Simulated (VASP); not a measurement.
Here is a VASP 6.6.1 calculation.

INCAR

```
SYSTEM = Cs2AgBiBr6
PREC = Accurate
ENCUT = 520
EDIFF = 1E-7
ISMEAR = -1
SIGMA = 0.05
LREAL = .FALSE.
LASPH = .TRUE.
NELM = 100
ALGO = Normal
ISIF = 2
LWAVE = .FALSE.
LCHARG = .FALSE.
GGA = PS
IVDW = 13
NBANDS = 54
```

Contents of KPOINTS:

```
regular mesh
0
G
  4 4 4
  0 0 0
```

Contents of POSCAR:

```
Cs2AgBiBr6
1.0
    0.0000000000      5.5511308988      5.5511308988
    5.5511308988      0.0000000000      5.5511308988
    5.5511308988      5.5511308988      0.0000000000
Bi Cs Ag Br
1 2 1 6
Direct
    0.0000000000      0.0000000000      0.0000000000
    0.7500000000      0.7500000000      0.7500000000
    0.2500000000      0.2500000000      0.2500000000
    0.5000000000      0.5000000000      0.5000000000
    0.7455481557      0.7455481557      0.2544518443
    0.2544518443      0.2544518443      0.7455481557
    0.7455481557      0.2544518443      0.2544518443
    0.7455481557      0.2544518443      0.7455481557
    0.2544518443      0.7455481557      0.7455481557
    0.2544518443      0.7455481557      0.2544518443
```

Potentials or basis: VASP PAW PBE potentials, release 64 (Bi_d, Cs_sv, Ag, Br).

The run is started by

```console
$ cat potpaw_PBE.64/Bi_d/POTCAR potpaw_PBE.64/Cs_sv/POTCAR potpaw_PBE.64/Ag/POTCAR potpaw_PBE.64/Br/POTCAR > POTCAR
$ mpirun -np 1 vasp_std > vasp.out
```

(1) Predict the largest force.

(2) What does it give for the band gap on the k mesh?

(3) What does it give for the pressure?

## Answers

(1) 0.007 eV/Å.

(2) 1.06 eV (least direct gap 2.34 eV).

(3) 0.0 GPa.

Caveat: the PAW data sets were made with another functional, which shifts forces and pressure a little; spin-orbit coupling is left out, which moves the levels of the heavy elements.
